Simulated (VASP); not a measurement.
# Sb (P6_3/mmc) in VASP: further runs, part 2 of 2

VASP 6.6.1. The steps go on from the part before.

## Step 5: Relaxation of cell and atoms, PBE, target pressure 22 GPa, at which the enthalpy is minimised

INCAR

```
PREC     = Accurate       # precision mode
ENCUT    = 600            # plane-wave cutoff, eV
EDIFF    = 1E-7           # SCF threshold, eV
ISMEAR   = -1             # smearing method
SIGMA    = 0.08           # smearing width, eV
LREAL    = F              # projectors in reciprocal space
LASPH    = T              # aspherical terms in the spheres
NELM     = 80             # most SCF steps
ALGO     = Normal         # electronic algorithm
ISIF     = 3              # what is computed and relaxed
LWAVE    = F              # write WAVECAR
LCHARG   = F              # write CHGCAR
GGA      = PE             # functional
IBRION   = 2              # ionic algorithm
NSW      = 32             # ionic steps
EDIFFG   = -0.005         # ionic threshold
PSTRESS  = 220.0
```

KPOINTS

```
Automatic mesh
0
Gamma
  14 14 8
```

POSCAR

```
Sb
1.0
    3.1400140484      0.0000000000      0.0000000000
   -1.5700070242      2.7193319342      0.0000000000
    0.0000000000      0.0000000000      5.1425066065
Sb
2
Direct
    0.3333333333      0.6666666667      0.2500000000
    0.6666666667      0.3333333333      0.7500000000
```

Potentials or basis: VASP PAW PBE potentials, release 64 (Sb).

Run with:

```console
> cat potpaw_PBE.64/Sb/POTCAR > POTCAR
> mpirun -np 1 vasp_std > vasp.out
```

OUTCAR:

```text
PREC = Accurate
   ENCUT = 600
   EDIFF = 1E-7
   ISMEAR = -1
   LREAL = F
   LASPH = T
   NELM = 80
   ISIF = 3
   GGA = PE
   IBRION = 2
   NSW = 32
   EDIFFG = -0.005
   PSTRESS = 220.0

 ion  position               nearest neighbor table
   1  0.333  0.667  0.250-   2 3.15   2 3.15   2 3.15   2 3.15   2 3.15   2 3.15
   2  0.667  0.333  0.750-   1 3.15   1 3.15   1 3.15   1 3.15   1 3.15   1 3.15

  LATTYP: Found a hexagonal cell.
 ALAT       =     3.1400140484
 C/A-ratio  =     1.6377336302

  Lattice vectors:

 A1 = (   3.1400140484,   0.0000000000,   0.0000000000)
 A2 = (  -1.5700070242,   2.7193319342,   0.0000000000)
 A3 = (   0.0000000000,   0.0000000000,   5.1425066065)

Analysis of symmetry for initial positions (statically):
=====================================================================
[... 257 lines left out ...]
  free energy    TOTEN  =        -7.13114343 eV

  energy without entropy =       -7.10379047  energy(sigma->0) =       -7.11746695

 E-fermi :  11.4956     XC(G=0): -11.1501

 val. band max:       11.4902242911   @ k =   0.2143   0.1429   0.3750
 cond. band min:      11.5457078858   @ k =   0.2857   0.2857   0.0000
 fundamental gap:      0.0554835946
 Fermi energy:        11.4956294135

 k-point     1 :       0.0000    0.0000    0.0000
  band No.  band energies     occupation
      1      -3.2665      2.00000
      2       1.7090      2.00000
      3       4.1981      2.00000
      4      16.1073      0.00000
      5      16.1073      0.00000
      6      18.1475      0.00000
      7      18.1475      0.00000
      8      18.5082      0.00000
      9      20.1629      0.00000
[... 265 lines left out ...]
 k-point    24 :       0.3571    0.2857    0.0000
  band No.  band energies     occupation
      1       2.5819      2.00000
      2       3.2714      2.00000
      3       6.0345      2.00000
      4       8.7749      2.00000
      5       9.0846      2.00000
      6       9.9132      2.00000
      7      10.5896      1.99998
      8      10.8102      1.99962
      9      14.7170      0.00000

 [... further k-points ...]
[... 5 lines left out ...]
  --------------------------------------------------------------------------------------
  -------------------------------------------------------------------------------------
  Total        6.0318982      6.0318982      6.0298738      0.0000000      0.0000000      0.0000000
  in kB      220.1553249    220.1553249    220.0814361      0.0000000      0.0000000      0.0000000
  external PRESSURE =       0.1306953 kB  Pullay stress =     220.0000000 kB
[... 21 lines left out ...]
  energy  without entropy=       -7.1037904656  energy(sigma->0) =       -7.11746695

  enthalpy is  TOTEN    =        -1.1035008422 eV   P V=        6.0276425911

 reached required accuracy - stopping structural energy minimisation
```

CONTCAR:

```text
Sb
   1.00000000000000
     3.1397230855655938   -0.0000000000000000    0.0000000000000000
    -1.5698615427827969    2.7190799529998628    0.0000000000000000
     0.0000000000000000    0.0000000000000000    5.1418815785908185
  Sb
     2
Direct
     0.3333333332999970    0.6666666667000030    0.2500000000000000
     0.6666666667000030    0.3333333332999970    0.7500000000000000

  0.00000000E+00  0.00000000E+00  0.00000000E+00
  0.00000000E+00  0.00000000E+00  0.00000000E+00
```

It took 70 s on 1 thread of Intel Xeon 6975P-C, shared host; peak memory 0.22 GiB.

What came out:

* Free energy: -7.1311 eV
* Relaxed volume: 21.95 Å³/atom
* Relaxed cell: a = 3.140 Å, b = 3.140 Å, c = 5.142 Å, α = 90.00°, β = 90.00°, γ = 120.00°
* Space group after relaxing (to 0.05 Å): P6_3/mmc (No. 194)
* Energy change on relaxing (the enthalpy is what falls): +0.9 meV/atom
* Ionic steps: 3
* Pressure after relaxing: 22.0 GPa
* Band gap on the k mesh: zero (band 5 reaches 17.17 eV, above the bottom of band 6 at 7.65 eV)

Step by step:
```tsv
step	energy change (eV)	largest force (eV/Å)	pressure (GPa)	volume (Å³)
1	0.0000	0.0000	21.97	43.91
2	0.0041	0.0000	22.07	43.88
3	0.0018	0.0000	22.01	43.90
```

Final structure:
```
Sb
1.0
     3.13972    0.00000    0.00000
    -1.56986    2.71908    0.00000
     0.00000    0.00000    5.14188
Sb
2
Direct
  0.33333 0.66667 0.25000
  0.66667 0.33333 0.75000
```

Levels at points of the mesh, in eV from the Fermi level:
```tsv
k point	band 1	band 2	band 3	band 4	band 5	band 6	band 7	band 8	band 9
(0.00, 0.00, 0.00)	-14.76	-9.79	-7.30	4.61	4.61	6.65	6.65	7.01	8.67
(0.50, 0.00, 0.00)	-10.13	-8.77	-4.62	-3.68	-2.94	-0.56	0.39	4.48	4.66
(0.00, 0.00, 0.50)	-13.28	-13.28	-0.86	-0.86	5.67	5.67	5.67	5.67	9.33
(0.50, 0.00, 0.50)	-8.87	-8.87	-6.65	-6.65	1.95	1.95	2.38	2.38	5.90
```

Caveat: the cell is relaxed towards a set pressure, so the enthalpy falls and the energy may rise; spin-orbit coupling is left out, which moves the levels of the heavy elements.

## Step 6: Summary

```tsv
task	cell	cutoff (eV)	gap on the mesh (eV)	pressure (GPa)
single point	a = 3.140, b = 3.140, c = 5.143 Å, angles 90.0, 90.0, 120.0°, 2 atoms	520	none	22.0
relaxation of cell and atoms	relaxed to 22 GPa from a = 3.153, b = 3.153, c = 5.107 Å, angles 90.0, 90.0, 120.0°, 2 atoms	600	none	22.0
relaxation of cell and atoms	relaxed to 22 GPa from a = 3.140, b = 3.140, c = 5.143 Å, angles 90.0, 90.0, 120.0°, 2 atoms	600	none	22.0
```

Alike in all rows: level PBE; potentials or basis VASP PAW PBE potentials, release 64 (Sb); no spin polarisation; k mesh 14 × 14 × 8; smearing fermi-dirac 0.08 eV.

Caveats: spin-orbit coupling is left out, which moves the levels of the heavy elements; the cell is relaxed towards a set pressure, so the enthalpy falls and the energy may rise (some runs).

Absolute energies hang on the potentials; compare differences alone.
